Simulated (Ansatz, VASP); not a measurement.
**Si3Ge in VASP and in Ansatz**

```
Si Ge
1.0
     3.88810    0.00000    0.00000
     0.00000    3.88810    0.00000
     0.00000    0.00000    5.48368
Si Ge
3 1
Cartesian
  1.9440 0.0000 4.1395
  1.9440 1.9440 0.0000
  0.0000 1.9440 1.3442
  0.0000 0.0000 2.7418
```

Alike in both runs: task single point; functional HSE06; k mesh 4 × 4 × 4; no spin polarisation.

```csv
,VASP,Ansatz
version,VASP 6.6.1,Ansatz 0.2.0
potentials or method,"VASP PAW PBE potentials, release 64 (Si, Ge_d)","plane waves, PAW"
plane-wave cutoff (eV),520,420
occupations,"gaussian, width 0.01 eV",fixed
valence electrons in the cell,26,26
```

|  | VASP | Ansatz | Ansatz less VASP |
| --- | --- | --- | --- |
| gap on the k mesh at the Fermi level (eV) | 0.96 | 0.95 | -0.012 |
| pressure (GPa) | -0.1 | 0.2 | +0.27 |
| traceless stress, the component that is largest in VASP (GPa) | -0.69 | -0.70 | -0.009 |
| rms of the force components (eV/Å) | 0.019 | 0.016 | -0.0030 |

Atom by atom the forces differ by 0.003 eV/Å (rms over components). Ansatz's warnings: stress exchange threshold loose, stress scf threshold loose.
